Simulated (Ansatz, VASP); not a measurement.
# One calculation of RbAl4Cl, two programs

The input INCAR:

```
PREC = Accurate ; ENCUT = 600
EDIFF = 1E-6 ; ISMEAR = 0
SIGMA = 0.1 ; LREAL = False
LASPH = True ; NELM = 100
ALGO = Normal ; ISIF = 3
LWAVE = False ; LCHARG = False
GGA = PE ; IBRION = 2
NSW = 100 ; EDIFFG = -0.01
```

KPOINTS

```
regular mesh
0
Gamma
  6 6 8
```

POSCAR

```
RbAl4Cl
1.0
    5.7918235982      0.0000000000      0.0000000000
   -2.8959117991      5.0158663703      0.0000000000
    0.0000000000      0.0000000000      5.0310166377
Rb Al Cl
1 4 1
Direct
    0.3333333333      0.6666666667      0.0000000000
    0.0000000000      0.0000000000      0.0000000000
    0.3353071459      0.1676535730      0.5000000000
    0.8323464270      0.1676535730      0.5000000000
    0.8323464270      0.6646928541      0.5000000000
    0.6666666667      0.3333333333      0.0000000000
```

Input for Ansatz:

```yaml
crystal:
  lattice:
    - [5.7918235982, 0.0, 0.0]
    - [-2.8959117991, 5.0158663703, 0.0]
    - [0.0, 0.0, 5.0310166377]
  atoms:
    - { symbol: Rb, position: [0.3333333333, 0.6666666667, 0.0] }
    - { symbol: Al, position: [0.0, 0.0, 0.0] }
    - { symbol: Al, position: [0.3353071459, 0.167653573, 0.5] }
    - { symbol: Al, position: [0.832346427, 0.167653573, 0.5] }
    - { symbol: Al, position: [0.832346427, 0.6646928541, 0.5] }
    - { symbol: Cl, position: [0.6666666667, 0.3333333333, 0.0] }
basis:
  ecutwfc: 420
kpoints:
  mp_grid: { grid: [6, 6, 8] }
hamiltonian:
  xc: pbe
scf:
  occupations: { method: gaussian, width: 0.1 }
output:
  forces: true
  stress: true
  eigenvalues: true
  write_density: true
  write_potential: true
  elf: true
  volumetric_format: npy
relax:
  adjacent_minimum: "off"
  f_tol: 0.01
  max_steps: 80
  cell: { stress_tol: 0.05 }
```

Change from the starting cell: species swapped into the GdCo4Si type (P-6m2, No. 187).

Alike in both runs: task relaxation of cell and atoms; functional PBE; k mesh 6 × 6 × 8; occupations gaussian, width 0.1 eV; no spin polarisation.

```csv
,VASP,Ansatz
version,VASP 6.6.1,Ansatz 0.2.0
potentials or method,"VASP PAW PBE potentials, release 64 (Rb_sv, Al, Cl), cutoff 600 eV","scalar-relativistic, plane waves, PAW"
valence electrons in the cell,28,28
```

Ansatz gave:

| Quantity | Value |
| --- | --- |
| gap on the k mesh at the Fermi level, each at its own relaxed structure (eV) | none |
| relaxed volume (Å³/atom) | 24.68 |
| relaxed cell length with the largest relative difference (Å) | 5.100 |

Problem. What did VASP give for the same quantities?

Solution. gap on the k mesh at the Fermi level, each at its own relaxed structure (eV): none; relaxed volume (Å³/atom): 24.71; relaxed cell length with the largest relative difference (Å): 5.102.

A gap of «none» marks a metal or a gap that the smearing closes.
